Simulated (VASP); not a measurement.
# NaCl (Fm-3m) in VASP: a series of runs, part 2 of 2

VASP 6.6.1. The steps go on from the part before.

### Step 4. Single point, PBE (25.41 Å³/atom)

This run uses another cell than the first one, of 25.41 Å³/atom.

The input, INCAR:

```
SYSTEM = NaCl
PREC = Accurate ; ENCUT = 520
EDIFF = 1E-7 ; ISMEAR = 0
SIGMA = 0.02 ; LREAL = .FALSE.
LASPH = .TRUE. ; NELM = 60
ALGO = Normal ; ISIF = 2
LWAVE = .FALSE. ; LCHARG = .FALSE.
GGA = PE ; NBANDS = 14
```

The input, KPOINTS:

```
regular mesh
0
G
  8 8 8
  0 0 0
```

The input, POSCAR:

```
NaCl
1.0
    0.0000000000      2.9399789482      2.9399789482
    2.9399789482      0.0000000000      2.9399789482
    2.9399789482      2.9399789482      0.0000000000
Na Cl
1 1
Direct
    0.0000000000      0.0000000000      0.0000000000
    0.5000000000      0.5000000000      0.5000000000
```

Potentials or basis: VASP PAW PBE potentials, release 64 (Na_pv, Cl).

Launch:

```
$ cat potpaw_PBE.64/Na_pv/POTCAR potpaw_PBE.64/Cl/POTCAR > POTCAR
$ mpirun -np 1 vasp_std > vasp.out
```

OUTCAR:

```text
SYSTEM = NaCl
   PREC = Accurate
   ENCUT = 520
   EDIFF = 1E-7
   ISMEAR = 0
   LREAL = .FALSE.
   LASPH = .TRUE.
   NELM = 60
   ISIF = 2
   GGA = PE

 ion  position               nearest neighbor table
   1  0.000  0.000  0.000-
   2  0.500  0.500  0.500-

  LATTYP: Found a face centered cubic cell.
 ALAT       =     5.8799578964

  Lattice vectors:

 A1 = (   0.0000000000,   2.9399789482,   2.9399789482)
 A2 = (   2.9399789482,   0.0000000000,   2.9399789482)
 A3 = (   2.9399789482,   2.9399789482,   0.0000000000)

Analysis of symmetry for initial positions (statically):
=====================================================================
 Subroutine PRICEL returns:
 Original cell was already a primitive cell.

 Routine SETGRP: Setting up the symmetry group for a
 face centered cubic supercell.

 Subroutine GETGRP returns: Found 48 space group operations
 (whereof 48 operations were pure point group operations)
 out of a pool of 48 trial point group operations.

The static configuration has the point symmetry O_h .

Analysis of symmetry for dynamics (positions and initial velocities):
=====================================================================
 Subroutine PRICEL returns:
 Original cell was already a primitive cell.

 Routine SETGRP: Setting up the symmetry group for a
 face centered cubic supercell.

 Subroutine GETGRP returns: Found 48 space group operations
 (whereof 48 operations were pure point group operations)
 out of a pool of 48 trial point group operations.

The dynamic configuration has the point symmetry O_h .

 Subroutine INISYM returns: Found 48 space group operations
 (whereof 48 operations are pure point group operations),
 and found     1 'primitive' translations

----------------------------------------------------------------------------------------

                                     Primitive cell

  volume of cell :      50.8233

  direct lattice vectors                    reciprocal lattice vectors
     0.000000000  2.939978948  2.939978948    -0.170069245  0.170069245  0.170069245
     2.939978948  0.000000000  2.939978948     0.170069245 -0.170069245  0.170069245
     2.939978948  2.939978948  0.000000000     0.170069245  0.170069245 -0.170069245

  length of vectors
     4.157758102  4.157758102  4.157758102     0.294568573  0.294568573  0.294568573

  position of ions in fractional coordinates (direct lattice)
     0.000000000  0.000000000  0.000000000
     0.500000000  0.500000000  0.500000000

  ion indices of the primitive-cell ions
   primitive index   ion index
                 1           1
                 2           2

----------------------------------------------------------------------------------------

 KPOINTS: regular mesh

Automatic generation of k-mesh.
 Grid dimensions read from file:
 generate k-points for:    8    8    8

 Generating k-lattice:

  Cartesian coordinates                     Fractional coordinates (reciprocal lattice)
    -0.021258656  0.021258656  0.021258656     0.125000000  0.000000000  0.000000000
     0.021258656 -0.021258656  0.021258656     0.000000000  0.125000000  0.000000000
     0.021258656  0.021258656 -0.021258656     0.000000000  0.000000000  0.125000000

  Length of vectors
     0.036821072  0.036821072  0.036821072

  Shift w.r.t. Gamma in fractional coordinates (k-lattice)
     0.000000000  0.000000000  0.000000000

 Subroutine IBZKPT returns following result:
 ===========================================

 Found     29 irreducible k-points:

 Following reciprocal coordinates:
            Coordinates               Weight
  0.000000  0.000000  0.000000      1.000000
  0.125000  0.000000  0.000000      8.000000
  0.250000  0.000000  0.000000      8.000000
  0.375000  0.000000  0.000000      8.000000
  0.500000  0.000000  0.000000      4.000000
  0.125000  0.125000  0.000000      6.000000
[... 16 lines left out ...]
  0.500000  0.250000  0.125000     48.000000
 -0.375000  0.250000  0.125000     24.000000
 [... further k-points ...]
   k-points           NKPTS =     29   k-points in BZ     NKDIM =     29   number of bands    NBANDS=     14
   number of dos      NEDOS =    301   number of ions     NIONS =      2
   total plane-waves  NPLWV =  32768
   dimension x,y,z NGX =    32 NGY =   32 NGZ =   32
   dimension x,y,z NGXF=    64 NGYF=   64 NGZF=   64
   ions per type =               1   1
   NGX,Y,Z   is equivalent  to a cutoff of  12.80, 12.80, 12.80 a.u.
   NGXF,Y,Z  is equivalent  to a cutoff of  25.59, 25.59, 25.59 a.u.
 SYSTEM =  NaCl
   PREC   = accura    normal or accurate (medium, high low for compatibility)
   ISTART =      0    job   : 0-new  1-cont  2-samecut
   ICHARG =      2    charge: 1-file 2-atom 10-const
   ISPIN  =      1    spin polarized calculation?
   LNONCOLLINEAR =      F non collinear calculations
   LSORBIT =      F    spin-orbit coupling
   LASPH  =      T    aspherical Exc in radial PAW
   ENCUT  =  520.0 eV  38.22 Ry    6.18 a.u.   7.73  7.73  7.73*2*pi/ulx,y,z
   NELM   =     60;   NELMIN=  2; NELMDL= -5     # of ELM steps
   EDIFF  = 0.1E-06   stopping-criterion for ELM
   LREAL  =      F    real-space projection
   EDIFFG = 0.1E-05   stopping-criterion for IOM
   NSW    =      0    number of steps for IOM
   IBRION =     -1    ionic relax: 0-MD 1-quasi-New 2-CG
   NFREE  =      0    steps in history (QN), initial steepest desc. (CG)
   ISIF   =      2    stress and relaxation
   ISYM   =      2    0-nonsym 1-usesym 2-fastsym
   POTIM  = 0.5000    time-step for ionic-motion
   TEBEG  =    0.0;   TEEND  =   0.0 temperature during run
   PSTRESS=    0.0 pullay stress
   NELECT =      14.0000    total number of electrons
   NUPDOWN=      -1.0000    fix difference up-down
   EMIN   =  10.00;   EMAX   =-10.00  energy-range for DOS
   EFERMI =   0.00;   METHOD = LEGACY
   ISMEAR =     0;   SIGMA  =   0.02  broadening in eV -4-tet -1-fermi 0-gaus
   EFERMI_NEDOS =   21; number of points for ismear=-14 and -15
   IALGO  =     38    algorithm
   IMIX   =      4    mixing-type and parameters
     AMIX     =   0.40;   BMIX     =  1.00
     AMIX_MAG =   1.60;   BMIX_MAG =  1.00
  volume/ion in A,a.u.               =      25.41       171.49
  Fermi-wavevector in a.u.,A,eV,Ry     =   1.065197  2.012931 15.437779  1.134645
  Thomas-Fermi vector in A             =   2.200741
   LORBIT       =      0    0 simple, 1 ext, 2 COOP (PROOUT), +10 PAW based schemes
   GGA     = PE    functional components
   LHFCALC =     F    Hartree Fock is set to
   AEXX    =    0.0000 exact exchange contribution
   IVDW    =     0    specifies the selected vdW correction
   LEPSILON=     F    determine dielectric tensor
   LRPA    =     F    only Hartree local field effects (RPA)
 non-spin polarized calculation
 Gauss-broadening in eV      SIGMA  =   0.02
  energy-cutoff  :      520.00
  volume of cell :       50.82
 maximum number of plane-waves:      1384
   NGX = 15   NGY = 15   NGZ = 15

 number of electron      14.0000008 magnetization

 Free energy of the ion-electron system (eV)
  ---------------------------------------------------
  ext. energy  EPLUGINS =         0.00000000
  ---------------------------------------------------
  free energy    TOTEN  =        -6.74970858 eV

  energy without entropy =       -6.74970858  energy(sigma->0) =       -6.74970858

 E-fermi :  -1.2083     XC(G=0):  -7.6457

 val. band max:       -1.3916126840   @ k =   0.0000   0.0000   0.0000
 cond. band min:       3.2726669907   @ k =   0.0000   0.0000   0.0000
 fundamental gap:      4.6642796747
 Fermi energy:        -1.2083449993

 k-point     1 :       0.0000    0.0000    0.0000
  band No.  band energies     occupation
      1     -22.4813      2.00000
      2     -22.4813      2.00000
      3     -22.4813      2.00000
      4     -13.8017      2.00000
      5      -1.3916      2.00000
      6      -1.3916      2.00000
      7      -1.3916      2.00000
      8       3.2727      0.00000
      9       9.5733      0.00000
     10       9.5733      0.00000
     11       9.5733      0.00000
     12      11.5807      0.00000
     13      11.5807      0.00000
     14      12.9829      0.00000
[... 375 lines left out ...]
 k-point    24 :      -0.3750    0.2500    0.1250
  band No.  band energies     occupation
      1     -22.4941      2.00000
      2     -22.4860      2.00000
      3     -22.4838      2.00000
      4     -13.5482      2.00000
      5      -2.7398      2.00000
      6      -2.0003      2.00000
      7      -1.7160      2.00000
      8       6.6065      0.00000
      9       7.5369      0.00000
     10       8.4181      0.00000
     11       9.8655      0.00000
     12      12.3083      0.00000
     13      13.4186      0.00000
     14      14.5520      0.00000

 [... further k-points ...]
[... 5 lines left out ...]
  --------------------------------------------------------------------------------------
  -------------------------------------------------------------------------------------
  Total       -0.5854757     -0.5854757     -0.5854757      0.0000000      0.0000000     -0.0000000
  in kB      -18.4568174    -18.4568174    -18.4568174      0.0000000      0.0000000     -0.0000000
  external PRESSURE =     -18.4568174 kB  Pullay stress =       0.0000000 kB

 VOLUME and BASIS-vectors are now :
 -----------------------------------------------------------------------------
  energy-cutoff  :      520.00
  volume of cell :       50.82
      direct lattice vectors                 reciprocal lattice vectors
     0.000000000  2.939978948  2.939978948    -0.170069245  0.170069245  0.170069245
     2.939978948  0.000000000  2.939978948     0.170069245 -0.170069245  0.170069245
     2.939978948  2.939978948  0.000000000     0.170069245  0.170069245 -0.170069245

 POSITION                                       TOTAL-FORCE (eV/Angst)
 -----------------------------------------------------------------------------------
      0.00000      0.00000      0.00000         0.000000     -0.000000      0.000000
      2.93998      2.93998      2.93998        -0.000000      0.000000     -0.000000
 -----------------------------------------------------------------------------------
    total drift:                                0.000000     -0.000000     -0.000000

  FREE ENERGIE OF THE ION-ELECTRON SYSTEM (eV)
  ---------------------------------------------------
  free  energy   TOTEN  =        -6.7497085784 eV

  energy  without entropy=       -6.7497085784  energy(sigma->0) =       -6.74970858
```

Wall time 9.2 s (1 thread of Intel Xeon 6975P-C (Granite Rapids), shared host); peak memory 0.16 GiB.

What came out:

```yaml
Free_energy: -6.7497 eV
Pressure: -1.8 GPa
Band_gap_on_the_k_mesh: 4.66 eV
```

### Step 5. The runs side by side

```tsv
cell	gap on the mesh (eV)	pressure (GPa)
a = 4.068 Å, angles 60.0°, 2 atoms	4.89	-0.7
a = 4.107 Å, angles 60.0°, 2 atoms	4.79	-1.2
a = 4.158 Å, angles 60.0°, 2 atoms	4.66	-1.8
```

Alike in all rows: task single point; level PBE; potentials or basis VASP PAW PBE potentials, release 64 (Na_pv, Cl); no spin polarisation; k mesh 8 × 8 × 8; cutoff (eV) 520; smearing gaussian 0.02 eV.

Absolute energies hang on the potentials; compare differences alone.
